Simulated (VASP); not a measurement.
Set up this calculation in VASP 6.6.1, as the native input.

- Task: single point
- Functional: LDA
- Potentials or basis: VASP PAW LDA potentials, release 64 (Pt, Se)
- Cutoff: 520 eV
- k mesh: 8 × 8 × 8
- Occupations: gaussian, width 0.01 eV
- Spin: no spin polarisation
- Dipole correction: no
- Further INCAR settings: ALGO = Normal; EDIFF = 1e-07; NBANDS = 18

The structure of PtSe2 lies in POSCAR:

```
PtSe2
1.0
    1.8457016943      1.0656163701      5.7607123488
   -1.8457016943      1.0656163701      5.7607123488
    0.0000000000     -2.1312327401      5.7607123488
Pt Se
1 2
Direct
    0.0000000000      0.0000000000      0.0000000000
    0.2567812158      0.2567812158      0.2567812158
    0.7432187842      0.7432187842      0.7432187842
```

The input as run:

INCAR

```
ALGO = Normal
EDIFF = 1E-7
ENCUT = 520
ISIF = 2
ISMEAR = 0
LASPH = True
LCHARG = False
LREAL = False
LWAVE = False
NBANDS = 18
NELM = 100
PREC = Accurate
SIGMA = 0.01
```

KPOINTS

```
k-points
0
Gamma
  8 8 8
```

Potentials or basis: VASP PAW LDA potentials, release 64 (Pt, Se).

The run is started by

```sh
$ cat potpaw_LDA.64/Pt/POTCAR potpaw_LDA.64/Se/POTCAR > POTCAR
$ mpirun -np 1 vasp_std > vasp.out
```

It gave:

* Pressure: -2.8 GPa
* Largest force: 0.341 eV/Å
* Band gap on the k mesh: 0.30 eV (least direct gap 0.68 eV)

Caveat: spin-orbit coupling is left out, which moves the levels of the heavy elements.

Wall time 3.3 min on 1 thread of Intel Xeon 8259CL, on a shared host, peak memory 0.3 GiB.
